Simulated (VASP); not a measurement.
Wanted: the native input for a VASP 6.6.1 run.

```yaml
Task: single point
Functional: PBE
Potentials_or_basis: VASP PAW PBE potentials, release 64 (Ga_d, N)
Cutoff: 520 eV
k_mesh: 4 × 4 × 4
Occupations: fermi-dirac, width 0.04 eV
Spin: no spin polarisation
Dipole_correction: no
Further_INCAR_settings: ALGO = Normal; EDIFF = 1e-06; NBANDS = 16
```

The structure of GaN lies in POSCAR:

```
GaN
1.0
    0.0000000000      2.2535006075      2.2535006075
    2.2535006075      0.0000000000      2.2535006075
    2.2535006075      2.2535006075      0.0000000000
Ga N
1 1
Direct
    0.0000000000      0.0000000000      0.0000000000
    0.2500000000      0.2500000000      0.2500000000
```

These files were run (other wordings do the same):

INCAR

```
SYSTEM = GaN
PREC = Accurate ; ENCUT = 520
EDIFF = 1E-6 ; ISMEAR = -1
SIGMA = 0.04 ; LREAL = .False.
LASPH = .True. ; NELM = 80
ALGO = Normal ; ISIF = 2
LWAVE = .False. ; LCHARG = .True.
GGA = PE ; LELF = .True.
LVHAR = .True. ; NBANDS = 16
```

KPOINTS

```
regular mesh
0
Gamma
  4 4 4
  0 0 0
```

Potentials or basis: VASP PAW PBE potentials, release 64 (Ga_d, N).

Launch:

```bash
$ cat potpaw_PBE.64/Ga_d/POTCAR potpaw_PBE.64/N/POTCAR > POTCAR
$ mpirun -np 1 vasp_std > vasp.out
```

Results of the run:

The pressure is 5.0 GPa and the band gap on the k mesh is 1.70 eV, direct.

Caveat: the k points lie up to 0.60 Å⁻¹ apart.

It took 6.1 s on 1 thread of Intel(R) Xeon(R) Platinum 8488C (Sapphire Rapids), with other jobs on the host, peak memory 0.13 GiB.
